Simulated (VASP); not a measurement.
Set up this calculation in VASP 6.6.1, as the native input.

| Property | Result |
| --- | --- |
| Task | single point |
| Functional | PBE |
| Potentials or basis | VASP PAW PBE potentials, release 64 (B, Bi_d) |
| Cutoff | 520 eV |
| k mesh | 13 × 13 × 13 |
| Occupations | fermi-dirac, width 0.05 eV |
| Spin | no spin polarisation |
| Dipole correction | no |
| Further INCAR settings | ALGO = Normal; EDIFF = 1e-06; NBANDS = 16 |

The structure of BiB (CsCl type) lies in POSCAR:

```
BiB
1.0
    2.8039901022      0.0000000000      0.0000000000
    0.0000000000      2.8039901022      0.0000000000
    0.0000000000      0.0000000000      2.8039901022
B Bi
1 1
Direct
    0.0000000000      0.0000000000      0.0000000000
    0.5000000000      0.5000000000      0.5000000000
```

These files were run (other wordings do the same):

INCAR

```
ALGO     = Normal         # electronic algorithm
EDIFF    = 1E-6           # SCF threshold, eV
ENCUT    = 520            # plane-wave cutoff, eV
GGA      = PE             # functional
ISIF     = 2              # what is computed and relaxed
ISMEAR   = -1             # smearing method
LASPH    = True           # aspherical terms in the spheres
LCHARG   = True           # write CHGCAR
LELF     = True           # ELF
LREAL    = False          # projectors in reciprocal space
LVHAR    = True         
LWAVE    = False          # write WAVECAR
NBANDS   = 16             # bands
NELM     = 80             # most SCF steps
PREC     = Accurate       # precision mode
SIGMA    = 0.05           # smearing width, eV
```

KPOINTS

```
k-points
0
Gamma
  13 13 13
```

Potentials or basis: VASP PAW PBE potentials, release 64 (B, Bi_d).

Run with:

```console
$ cat potpaw_PBE.64/B/POTCAR potpaw_PBE.64/Bi_d/POTCAR > POTCAR
$ mpirun -np 1 vasp_std > vasp.out
```

Results of the run:

The pressure is 133.0 GPa and the band gap on the k mesh is zero (bands 9 and 10 overlap by 6.01 eV).

Caveat: the cell stands under pressure; spin-orbit coupling is left out, which moves the levels of the heavy elements.

It took 16 s on 1 thread of Intel(R) Xeon(R) Platinum 8375C CPU @ 2.90GHz (Ice Lake) (shared host), peak memory 0.15 GiB.
